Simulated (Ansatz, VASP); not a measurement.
Mo: VASP beside Ansatz

```xyz
1
Lattice="2.7355 0.0000 0.0000 -1.3678 2.3690 0.0000 0.0000 0.0000 2.5552" Properties=species:S:1:pos:R:3 pbc="T T T"
Mo    0.0000    0.0000    1.2776
```

Alike in both runs: task relaxation of cell and atoms; functional PBEsol; dispersion D3(BJ); k mesh 14 × 14 × 13; occupations gaussian, width 0.1 eV; no spin polarisation.

|  | VASP | Ansatz |
| --- | --- | --- |
| version | VASP 6.6.1 | Ansatz 0.2.0 |
| potentials or method | VASP PAW PBE potentials, release 64 (Mo_sv) | plane waves, PAW |
| plane-wave cutoff (eV) | 600 | 420 |
| valence electrons in the cell | 14 | 14 |

|  | VASP | Ansatz | Ansatz less VASP |
| --- | --- | --- | --- |
| relaxed volume (Å³/atom) | 15.84 | 15.81 | -0.038 |
| relaxed cell length with the largest relative difference (Å) | 2.490 | 2.485 | -0.0048 |

VASP's potentials were made for PBE, not for PBEsol.
